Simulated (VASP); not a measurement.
A run of VASP 6.6.1 is set up as follows.

INCAR

```
SYSTEM = IO
PREC = Accurate
ENCUT = 520
EDIFF = 1E-6
ISMEAR = -1
SIGMA = 0.06122561905347299
LREAL = .False.
LASPH = .True.
NELM = 80
ALGO = Normal
ISIF = 2
LWAVE = .False.
LCHARG = .False.
GGA = PE
NBANDS = 14
```

KPOINTS

```
Automatic mesh
0
Gamma
  35 35 35
  0 0 0
```

File POSCAR:

```
IO
1.0
    0.0000000000      2.6325564733      2.6325564733
    2.6325564733      0.0000000000      2.6325564733
    2.6325564733      2.6325564733      0.0000000000
I O
1 1
Direct
    0.0000000000      0.0000000000      0.0000000000
    0.5000000000      0.5000000000      0.5000000000
```

Potentials or basis: VASP PAW PBE potentials, release 64 (I, O).

Run with:

```sh
$ cat potpaw_PBE.64/I/POTCAR potpaw_PBE.64/O/POTCAR > POTCAR
$ mpirun -np 1 vasp_std > vasp.out
```

Q: Estimate the pressure.

A: 3.2 GPa.

Caveat: an odd number of electrons without spin polarisation forces a metal; a magnetic or distorted state may lie lower.
